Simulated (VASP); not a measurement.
Re: single point with PBEsol

Re:

```xyz
1
Lattice="2.7365 0.0000 0.0000 -1.3682 2.3699 0.0000 0.0000 0.0000 2.4396" Properties=species:S:1:pos:R:3 pbc="T T T"
Re    0.0000    0.0000    0.0000
```

This isn't the form of Re at room conditions, which is hcp.

| Property | Result |
| --- | --- |
| Program | VASP 6.6.1 |
| Task | single point |
| Functional | PBEsol |
| Potentials or basis | VASP PAW PBE potentials, release 64 (Re) |
| Cutoff | 520 eV |
| k mesh | 24 × 24 × 22 |
| Occupations | gaussian, width 0.1 eV |
| Spin | no spin polarisation |

```
Pressure               : -0.6 GPa
Band gap on the k mesh : zero (an odd number of electrons rules out a gap without spin polarisation)
```

Stress tensor (GPa, compression positive):
```
 0.31  0.00  0.00
 0.00  0.31  0.00
 0.00  0.00 -2.39
```

Levels at points of the mesh, in eV from the Fermi level:
```
           k point  band 1  band 2  band 3  band 4  band 5  band 6  band 7
(0.00, 0.00, 0.00)   -9.80   -5.86   -1.93   -1.93    4.11    4.11   13.39
(0.50, 0.00, 0.00)   -6.63   -5.16   -0.47    0.95    3.42    3.88    8.27
(0.00, 0.00, 0.50)   -5.81   -0.84   -0.79   -0.79   -0.58   -0.58   10.75
(0.50, 0.00, 0.50)   -6.71   -4.41   -1.90    4.44    5.83    6.15    6.40
```

It took 58 s on 1 thread of Intel(R) Xeon(R) Platinum 8488C (Sapphire Rapids), with other jobs on the host, peak memory 0.22 GiB.

Caveat: the PAW data sets were made with another functional, which shifts forces and pressure a little; spin-orbit coupling is left out, which moves the levels of the heavy elements.
